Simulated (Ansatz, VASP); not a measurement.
## One calculation of Y, two programs

```
CELL_PARAMETERS angstrom
-1.95720 1.95720 1.95720
1.95720 -1.95720 1.95720
1.95720 1.95720 -1.95720
ATOMIC_POSITIONS crystal
Y 0.00000 0.00000 0.00000
```

Alike in both runs: task single point; functional LDA; k mesh 11 × 11 × 11; occupations fermi-dirac, width 0.1 eV; non-collinear spin, spin-orbit coupling.

|  | VASP | Ansatz |
| --- | --- | --- |
| version | VASP 6.6.1 | Ansatz 0.2.0 |
| potentials or method | VASP PAW LDA potentials, release 64 (Y_sv), cutoff 520 eV | plane waves (420 eV) with PAW, fully relativistic with spin-orbit coupling |
| valence electrons in the cell | 11 | 11 |

|  | VASP | Ansatz | Ansatz less VASP |
| --- | --- | --- | --- |
| net moment per atom (μB) | 0.00 | 0.00 | 0.000 |

Ansatz warns that its potentials were made for another functional, while VASP's fit it. LDA's correlation is that of Perdew and Zunger in VASP and of Perdew and Wang (1992) in Ansatz.
